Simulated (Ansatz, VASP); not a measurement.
## MoS2 in VASP and in Ansatz

File INCAR:

```
SYSTEM = MoS2
ALGO = Normal ; EDIFF = 1E-6
ENCUT = 520 ; GGA = PS
ISIF = 2 ; ISMEAR = -1
LASPH = .TRUE. ; LCHARG = .TRUE.
LELF = .TRUE. ; LREAL = .FALSE.
LVHAR = .TRUE. ; LWAVE = .FALSE.
NBANDS = 20 ; NELM = 80
PREC = Accurate ; SIGMA = 0.05
```

Contents of KPOINTS:

```
k-points
0
G
  10 10 2
  0 0 0
```

File POSCAR:

```
MoS2
1.0
    3.1841260822      0.0000000000      0.0000000000
   -1.5920630411      2.7575340760      0.0000000000
    0.0000000000      0.0000000000     17.3345999500
Mo S
1 2
Direct
    0.0028990000     -0.0138400000     -0.0004740000
    0.3313860000      0.6610750000      0.9105550000
    0.3217360000      0.6551810000      0.0895260000
```

Contents of input.yaml:

```yaml
crystal:
  lattice:
    - [3.1841260822, 0.0, 0.0]
    - [-1.5920630411, 2.757534076, 0.0]
    - [0.0, 0.0, 17.33459995]
  atoms:
    - { symbol: Mo, position: [0.002899, -0.01384, -0.000474] }
    - { symbol: S, position: [0.331386, 0.661075, 0.910555] }
    - { symbol: S, position: [0.321736, 0.655181, 0.089526] }
kpoints:
  mp_grid: { grid: [10, 10, 2] }
scf:
  occupations: { method: fermi_dirac, width: 0.05 }
hamiltonian:
  xc: pbesol
  pseudopotentials: { kind: all_electron, lapw: { basis_error: 0.001 } }
output:
  forces: true
  stress: true
  eigenvalues: true
  populations: true
```

Change from the starting cell: atoms moved at random, drawn with an rms of 0.05 Å.

Alike in both runs: task single point; functional PBEsol; k mesh 10 × 10 × 2; occupations fermi-dirac, width 0.05 eV; no spin polarisation.

|  | VASP | Ansatz |
| --- | --- | --- |
| version | VASP 6.6.1 | Ansatz 0.2.0 |
| potentials or method | VASP PAW PBE potentials, release 64 (Mo_sv, S), cutoff 520 eV | all-electron LAPW, scalar-relativistic |

```csv
,VASP,Ansatz,Ansatz less VASP
gap on the k mesh at the Fermi level (eV),1.73,1.72,-0.009
least direct gap on the mesh (eV),1.92,1.91,-0.003
rms of the force components (eV/Å),0.366,0.367,+0.0003
```

VASP's potentials were made for PBE, not for PBEsol. Atom by atom the forces differ by 0.001 eV/Å (rms over components). Ansatz ran all-electron here, and VASP with PAW potentials.
